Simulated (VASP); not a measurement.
# LaMnIn (P-6m2) in VASP: a series of runs

Runs on LaMnIn. Level: PBE. Tasks: single point.

All numbers are computed with VASP 6.6.1; they aren't measurements. Logs are shortened: lines on timing, memory, paths and dates and some standing lists are left out, and cuts for length are marked.

### Step 1. The cell of the first run

The structure is hexagonal, space group P-6m2 (No. 187). The conventional cell has a = 4.593 Å, b = 4.593 Å, c = 4.097 Å, α = 90.00°, β = 90.00°, γ = 120.00°. La (site symmetry -6m2) has 6 Mn at 3.35 Å and 6 In at 3.35 Å and 2 La at 4.10 Å within 4.4 Å. Within 3.5 Å of In (site symmetry -6m2) lie 3 Mn at 2.65 Å and 6 La at 3.35 Å. Within 3.5 Å of Mn (site symmetry -6m2) lie 3 In at 2.65 Å and 6 La at 3.35 Å.

### Step 2. Single point, PBE, collinear spin, ferromagnetic start

INCAR

```
ALGO = Normal
EDIFF = 1E-6
ENCUT = 680
GGA = PE
GGA_COMPAT = F
ISIF = 2
ISMEAR = -1
ISPIN = 2
LASPH = T
LCHARG = F
LMAXMIX = 6
LORBIT = 11
LREAL = F
LWAVE = F
MAGMOM = 0 0 2
NBANDS = 30
NELM = 200
NUPDOWN = 2.0
PREC = Accurate
SIGMA = 0.05
```

KPOINTS

```
k-points
0
Gamma
  6 6 6
```

POSCAR

```
LaMnIn
1.0
    4.5933407550      0.0000000000      0.0000000000
   -2.2966703775      3.9779497821      0.0000000000
    0.0000000000      0.0000000000      4.0965590000
La In Mn
1 1 1
Direct
    0.0000000000      0.0000000000      0.0000000000
    0.3333333333      0.6666666667      0.5000000000
    0.6666666667      0.3333333333      0.5000000000
```

Potentials or basis: VASP PAW PBE potentials, release 64 (La, In_d, Mn_sv).

Launch:

```bash
$ cat potpaw_PBE.64/La/POTCAR potpaw_PBE.64/In_d/POTCAR potpaw_PBE.64/Mn_sv/POTCAR > POTCAR
$ mpirun -np 1 vasp_std > vasp.out
```

OUTCAR:

```text
EDIFF = 1E-6
   ENCUT = 680
   GGA = PE
   ISIF = 2
   ISMEAR = -1
   ISPIN = 2
   LASPH = T
   LORBIT = 11
   LREAL = F
   NELM = 200
   NUPDOWN = 2.0
   PREC = Accurate

 ion  position               nearest neighbor table
   1  0.000  0.000  0.000-   2 3.35   2 3.35   2 3.35   2 3.35   2 3.35   2 3.35
   2  0.333  0.667  0.500-   3 2.65   3 2.65   3 2.65   1 3.35   1 3.35   1 3.35   1 3.35   1 3.35
                             1 3.35
   3  0.667  0.333  0.500-   2 2.65   2 2.65   2 2.65

  LATTYP: Found a hexagonal cell.
 ALAT       =     4.5933407550
 C/A-ratio  =     0.8918473979

  Lattice vectors:

 A1 = (   4.5933407550,   0.0000000000,   0.0000000000)
 A2 = (  -2.2966703775,   3.9779497821,   0.0000000000)
 A3 = (   0.0000000000,   0.0000000000,   4.0965590000)

Analysis of symmetry for initial positions (statically):
=====================================================================
 Subroutine PRICEL returns:
 Original cell was already a primitive cell.

 Routine SETGRP: Setting up the symmetry group for a
 hexagonal supercell.

 Subroutine GETGRP returns: Found 12 space group operations
 (whereof 12 operations were pure point group operations)
 out of a pool of 24 trial point group operations.

The static configuration has the point symmetry D_3h.

Analysis of symmetry for dynamics (positions and initial velocities):
=====================================================================
 Subroutine PRICEL returns:
 Original cell was already a primitive cell.

 Routine SETGRP: Setting up the symmetry group for a
 hexagonal supercell.

 Subroutine GETGRP returns: Found 12 space group operations
 (whereof 12 operations were pure point group operations)
 out of a pool of 24 trial point group operations.

The dynamic configuration has the point symmetry D_3h.

Analysis of structural, dynamic, and magnetic symmetry:
=====================================================================
 Subroutine PRICEL returns:
 Original cell was already a primitive cell.

 Routine SETGRP: Setting up the symmetry group for a
 hexagonal supercell.

 Subroutine GETGRP returns: Found 12 space group operations
 (whereof 12 operations were pure point group operations)
 out of a pool of 24 trial point group operations.

The overall configuration has the point symmetry D_3h.

[... 117 lines left out ...]
   IALGO  =     38    algorithm
   IMIX   =      4    mixing-type and parameters
     AMIX     =   0.40;   BMIX     =  1.00
     AMIX_MAG =   1.60;   BMIX_MAG =  1.00
  volume/ion in A,a.u.               =      24.95       168.38
  Fermi-wavevector in a.u.,A,eV,Ry     =   1.317328  2.489389 23.610917  1.735353
  Thomas-Fermi vector in A             =   2.447377
   LORBIT       =     11    0 simple, 1 ext, 2 COOP (PROOUT), +10 PAW based schemes
   GGA     = PE    functional components
   LHFCALC =     F    Hartree Fock is set to
   AEXX    =    0.0000 exact exchange contribution
   IVDW    =     0    specifies the selected vdW correction
   LEPSILON=     F    determine dielectric tensor
   LRPA    =     F    only Hartree local field effects (RPA)
 spin polarized calculation
  energy-cutoff  :      680.00
  volume of cell :       74.85
 maximum number of plane-waves:      3036
 NGX is ok and might be reduce to    40
   NGX = 19   NGY = 19   NGZ = 17

 number of electron      38.9999997 magnetization       1.9999999

 Free energy of the ion-electron system (eV)
  ---------------------------------------------------
  ext. energy  EPLUGINS =         0.00000000
  ---------------------------------------------------
  free energy    TOTEN  =       -16.39205560 eV

  energy without entropy =      -16.35365390  energy(sigma->0) =      -16.37285475

 E-fermi :   8.7626     XC(G=0): -10.4393

 val. band max:        8.7539144906   @ k =   0.3333   0.1667   0.3333
 cond. band min:       8.0355483492   @ k =   0.5000   0.0000   0.5000
 fundamental gap:     -0.7183661414
 Fermi energy:         7.9892777240

 spin component 1

 k-point     1 :       0.0000    0.0000    0.0000
  band No.  band energies     occupation
      1     -72.1344      1.00000
      2     -40.9434      1.00000
      3     -40.9434      1.00000
      4     -40.7844      1.00000
      5     -24.0355      1.00000
      6      -7.7129      1.00000
[... 781 lines left out ...]
     29      10.8321      0.00000
     30      10.8516      0.00000

 [... further k-points ...]

 spin component 2

 k-point     1 :       0.0000    0.0000    0.0000
  band No.  band energies     occupation
      1     -68.8014      1.00000
      2     -37.6601      1.00000
      3     -37.6601      1.00000
      4     -37.5450      1.00000
      5     -24.2114      1.00000
      6      -7.9709      1.00000
[... 781 lines left out ...]
     29      10.8037      0.00000
     30      10.8387      0.00000

 [... further k-points ...]
[... 5 lines left out ...]
  --------------------------------------------------------------------------------------
  -------------------------------------------------------------------------------------
  Total        1.8747809      1.8747809      0.9365614      0.0000000     -0.0000000      0.0000000
  in kB       40.1285919     40.1285919     20.0465513      0.0000000     -0.0000000      0.0000000
  external PRESSURE =      33.4345784 kB  Pullay stress =       0.0000000 kB

 VOLUME and BASIS-vectors are now :
 -----------------------------------------------------------------------------
  energy-cutoff  :      680.00
  volume of cell :       74.85
      direct lattice vectors                 reciprocal lattice vectors
     4.593340755  0.000000000  0.000000000     0.217706470  0.125692889  0.000000000
    -2.296670377  3.977949782  0.000000000     0.000000000  0.251385778  0.000000000
     0.000000000  0.000000000  4.096559000     0.000000000  0.000000000  0.244107311

 POSITION                                       TOTAL-FORCE (eV/Angst)
 -----------------------------------------------------------------------------------
      0.00000      0.00000      0.00000        -0.000000      0.000000      0.000000
     -0.00000      2.65197      2.04828         0.000000     -0.000000      0.000000
      2.29667      1.32598      2.04828        -0.000000      0.000000      0.000000
 -----------------------------------------------------------------------------------
    total drift:                               -0.000000      0.000000      0.000000

  FREE ENERGIE OF THE ION-ELECTRON SYSTEM (eV)
  ---------------------------------------------------
  free  energy   TOTEN  =       -16.3920555967 eV

  energy  without entropy=      -16.3536539043  energy(sigma->0) =      -16.37285475

 total charge

# of ion       s       p       d       f       tot
--------------------------------------------------
    1        2.029   5.629   0.760   0.112   8.531
    2        0.943   0.858   9.833   0.000  11.634
    3        2.208   6.004   4.711   0.000  12.923
--------------------------------------------------
tot          5.181  12.491  15.304   0.112  33.088

 magnetization (x)

# of ion       s       p       d       f       tot
--------------------------------------------------
    1       -0.006  -0.022  -0.281  -0.037  -0.346
    2       -0.010  -0.191   0.005   0.000  -0.195
    3        0.030  -0.002   2.954   0.000   2.981
--------------------------------------------------
tot          0.014  -0.215   2.678  -0.037   2.440
```

OSZICAR:

```text
N       E                     dE             d eps       ncg     rms          rms(c)
DAV:   1     0.552349675429E+03    0.55235E+03   -0.19709E+04  3766   0.332E+03
DAV:   2     0.821985359655E+02   -0.47015E+03   -0.44462E+03  3400   0.565E+02
[... 13 lines left out ...]
DAV:  16    -0.163920682642E+02    0.53293E-05   -0.66048E-05  5720   0.654E-02    0.103E-01
DAV:  17    -0.163920658516E+02    0.24126E-05   -0.30408E-05  5364   0.434E-02    0.713E-02
DAV:  18    -0.163920610001E+02    0.48514E-05   -0.12613E-05  5196   0.291E-02    0.548E-02
DAV:  19    -0.163920583318E+02    0.26683E-05   -0.34017E-06  4084   0.138E-02    0.404E-02
DAV:  20    -0.163920560380E+02    0.22938E-05   -0.54149E-06  4054   0.112E-02    0.210E-02
DAV:  21    -0.163920555967E+02    0.44123E-06   -0.11259E-06  2380   0.657E-03
   1 F= -.16392056E+02 E0= -.16372855E+02  d E =-.384017E-01  mag=     2.0000
```

Run time: 3.4 min. Hardware: 1 thread of Intel Xeon 6975P-C (Granite Rapids), shared host; peak memory 0.4 GiB.

Results:

```
Free energy                                           : -16.3921 eV
Pressure                                              : 3.3 GPa
Net moment                                            : 2.00 μB per cell
Site moments                                          : La -0.35; In -0.20; Mn +2.98 μB
Valence electrons inside the program's atomic spheres : La 8.53; In 11.63; Mn 12.92
```

Caveat: the cell stands under pressure; spin-orbit coupling is left out, which moves the levels of the heavy elements; the total moment is fixed, so each spin has its own Fermi level and the state may be an excited one.

### Step 3. Single point, PBE, collinear spin, ferromagnetic start

INCAR

```
ALGO     = Normal         # electronic algorithm
EDIFF    = 1E-6           # SCF threshold, eV
ENCUT    = 680            # plane-wave cutoff, eV
GGA      = PE             # functional
GGA_COMPAT= F            
ISIF     = 2              # what is computed and relaxed
ISMEAR   = -1             # smearing method
ISPIN    = 2              # spin polarisation
LASPH    = T              # aspherical terms in the spheres
LCHARG   = F              # write CHGCAR
LMAXMIX  = 6              # l up to which the mixer works
LORBIT   = 11             # projections on sites
LREAL    = F              # projectors in reciprocal space
LWAVE    = F              # write WAVECAR
MAGMOM   = 0 0 5          # initial moments
NBANDS   = 30             # bands
NELM     = 200            # most SCF steps
NUPDOWN  = 5.0            # fixed moment
PREC     = Accurate       # precision mode
SIGMA    = 0.05           # smearing width, eV
```

KPOINTS is that of step 2.

POSCAR is that of step 2.

Potentials or basis: VASP PAW PBE potentials, release 64 (La, In_d, Mn_sv).

Launch:

```bash
$ cat potpaw_PBE.64/La/POTCAR potpaw_PBE.64/In_d/POTCAR potpaw_PBE.64/Mn_sv/POTCAR > POTCAR
$ mpirun -np 1 vasp_std > vasp.out
```

OUTCAR:

```text
EDIFF = 1E-6
   ENCUT = 680
   GGA = PE
   ISIF = 2
   ISMEAR = -1
   ISPIN = 2
   LASPH = T
   LORBIT = 11
   LREAL = F
   NELM = 200
   NUPDOWN = 5.0
   PREC = Accurate

 ion  position               nearest neighbor table
   1  0.000  0.000  0.000-   2 3.35   2 3.35   2 3.35   2 3.35   2 3.35   2 3.35
   2  0.333  0.667  0.500-   3 2.65   3 2.65   3 2.65   1 3.35   1 3.35   1 3.35   1 3.35   1 3.35
                             1 3.35
   3  0.667  0.333  0.500-   2 2.65   2 2.65   2 2.65

  LATTYP: Found a hexagonal cell.
 ALAT       =     4.5933407550
 C/A-ratio  =     0.8918473979

  Lattice vectors:

 A1 = (   4.5933407550,   0.0000000000,   0.0000000000)
 A2 = (  -2.2966703775,   3.9779497821,   0.0000000000)
 A3 = (   0.0000000000,   0.0000000000,   4.0965590000)

Analysis of symmetry for initial positions (statically):
=====================================================================
 Subroutine PRICEL returns:
 Original cell was already a primitive cell.

 Routine SETGRP: Setting up the symmetry group for a
 hexagonal supercell.

 Subroutine GETGRP returns: Found 12 space group operations
 (whereof 12 operations were pure point group operations)
 out of a pool of 24 trial point group operations.

The static configuration has the point symmetry D_3h.

Analysis of symmetry for dynamics (positions and initial velocities):
=====================================================================
 Subroutine PRICEL returns:
 Original cell was already a primitive cell.

 Routine SETGRP: Setting up the symmetry group for a
 hexagonal supercell.

 Subroutine GETGRP returns: Found 12 space group operations
 (whereof 12 operations were pure point group operations)
 out of a pool of 24 trial point group operations.

The dynamic configuration has the point symmetry D_3h.
[... 150 lines left out ...]
 NGX is ok and might be reduce to    40
   NGX = 19   NGY = 19   NGZ = 17

 number of electron      38.9999997 magnetization       4.9999998

 Free energy of the ion-electron system (eV)
  ---------------------------------------------------
  ext. energy  EPLUGINS =         0.00000000
  ---------------------------------------------------
  free energy    TOTEN  =       -16.32028514 eV

  energy without entropy =      -16.29391821  energy(sigma->0) =      -16.30710167

 E-fermi :   8.0467     XC(G=0): -10.4478

 val. band max:        8.6665130308   @ k =   0.5000   0.0000   0.1667
 cond. band min:       8.0753151763   @ k =   0.3333   0.1667   0.5000
 fundamental gap:     -0.5911978545
 Fermi energy:         8.6991655287

 spin component 1

 k-point     1 :       0.0000    0.0000    0.0000
  band No.  band energies     occupation
      1     -73.1571      1.00000
      2     -42.0089      1.00000
      3     -41.8369      1.00000
      4     -41.8369      1.00000
      5     -24.1299      1.00000
      6      -7.8795      1.00000
[... 781 lines left out ...]
     29      10.8007      0.00000
     30      10.8057      0.00000

 [... further k-points ...]

 spin component 2

 k-point     1 :       0.0000    0.0000    0.0000
  band No.  band energies     occupation
      1     -69.0418      1.00000
      2     -37.8651      1.00000
      3     -37.8495      1.00000
      4     -37.8495      1.00000
      5     -24.0300      1.00000
      6      -7.7263      1.00000
[... 781 lines left out ...]
     29      10.8860      0.00000
     30      10.9508      0.00000

 [... further k-points ...]
[... 5 lines left out ...]
  --------------------------------------------------------------------------------------
  -------------------------------------------------------------------------------------
  Total        4.1982418      4.1982418      1.3706257      0.0000000      0.0000000      0.0000000
  in kB       89.8609190     89.8609190     29.3374448      0.0000000      0.0000000      0.0000000
  external PRESSURE =      69.6864276 kB  Pullay stress =       0.0000000 kB

 VOLUME and BASIS-vectors are now :
 -----------------------------------------------------------------------------
  energy-cutoff  :      680.00
  volume of cell :       74.85
      direct lattice vectors                 reciprocal lattice vectors
     4.593340755  0.000000000  0.000000000     0.217706470  0.125692889  0.000000000
    -2.296670377  3.977949782  0.000000000     0.000000000  0.251385778  0.000000000
     0.000000000  0.000000000  4.096559000     0.000000000  0.000000000  0.244107311

 POSITION                                       TOTAL-FORCE (eV/Angst)
 -----------------------------------------------------------------------------------
      0.00000      0.00000      0.00000        -0.000000      0.000000      0.000000
     -0.00000      2.65197      2.04828        -0.000000      0.000000      0.000000
      2.29667      1.32598      2.04828         0.000000     -0.000000      0.000000
 -----------------------------------------------------------------------------------
    total drift:                               -0.000000      0.000000      0.000000

  FREE ENERGIE OF THE ION-ELECTRON SYSTEM (eV)
  ---------------------------------------------------
  free  energy   TOTEN  =       -16.3202851355 eV

  energy  without entropy=      -16.2939182091  energy(sigma->0) =      -16.30710167

 total charge

# of ion       s       p       d       f       tot
--------------------------------------------------
    1        2.029   5.635   0.760   0.107   8.530
    2        0.932   0.910   9.823   0.000  11.665
    3        2.217   6.029   4.600   0.000  12.847
--------------------------------------------------
tot          5.178  12.574  15.183   0.107  33.041

 magnetization (x)

# of ion       s       p       d       f       tot
--------------------------------------------------
    1       -0.001   0.030   0.119   0.043   0.191
    2       -0.013   0.034   0.029   0.000   0.050
    3        0.039   0.046   3.583   0.000   3.668
--------------------------------------------------
tot          0.025   0.110   3.731   0.043   3.909
```

OSZICAR:

```text
N       E                     dE             d eps       ncg     rms          rms(c)
DAV:   1     0.562074396935E+03    0.56207E+03   -0.19941E+04  3750   0.337E+03
DAV:   2     0.855428440381E+02   -0.47653E+03   -0.44595E+03  3420   0.573E+02
DAV:   3    -0.563465694978E+01   -0.91178E+02   -0.86087E+02  3876   0.268E+02
DAV:   4    -0.160862751558E+02   -0.10452E+02   -0.10055E+02  6370   0.844E+01
DAV:   5    -0.176394258981E+02   -0.15532E+01   -0.15433E+01  6490   0.186E+01    0.174E+01
DAV:   6    -0.205850258828E+02   -0.29456E+01   -0.61368E+01  6100   0.666E+01    0.344E+01
DAV:   7    -0.158544707923E+02    0.47306E+01   -0.30561E+01  5816   0.494E+01    0.953E+00
DAV:   8    -0.162703210486E+02   -0.41585E+00   -0.21367E+00  5690   0.980E+00    0.348E+00
DAV:   9    -0.163123198587E+02   -0.41999E-01   -0.30555E-01  6294   0.381E+00    0.225E+00
DAV:  10    -0.163209762979E+02   -0.86564E-02   -0.66474E-02  6060   0.163E+00    0.165E+00
DAV:  11    -0.163197962901E+02    0.11800E-02   -0.16820E-02  6424   0.144E+00    0.821E-01
DAV:  12    -0.163202438227E+02   -0.44753E-03   -0.67088E-03  5314   0.768E-01    0.287E-01
DAV:  13    -0.163202644115E+02   -0.20589E-04   -0.21443E-03  6020   0.358E-01    0.126E-01
DAV:  14    -0.163202854189E+02   -0.21007E-04   -0.17991E-04  5552   0.104E-01    0.625E-02
DAV:  15    -0.163202886711E+02   -0.32522E-05   -0.14942E-04  5484   0.113E-01    0.227E-02
DAV:  16    -0.163202850833E+02    0.35878E-05   -0.16757E-05  5024   0.335E-02    0.156E-02
DAV:  17    -0.163202851355E+02   -0.52257E-07   -0.28625E-06  4992   0.151E-02
   1 F= -.16320285E+02 E0= -.16307102E+02  d E =-.263669E-01  mag=     5.0000
```

Run time: 3.8 min. Hardware: 1 thread of Intel Xeon Platinum 8375C at 2.90GHz (Ice Lake), shared host; peak memory 0.39 GiB.

Results:

```
Free energy                                           : -16.3203 eV
Pressure                                              : 7.0 GPa
Net moment                                            : 5.00 μB per cell
Site moments                                          : La +0.19; In +0.05; Mn +3.67 μB
Valence electrons inside the program's atomic spheres : La 8.53; In 11.66; Mn 12.85
```

Caveat: the stress differs along the axes, from 3 to 9 GPa; spin-orbit coupling is left out, which moves the levels of the heavy elements; the total moment is fixed, so each spin has its own Fermi level and the state may be an excited one.
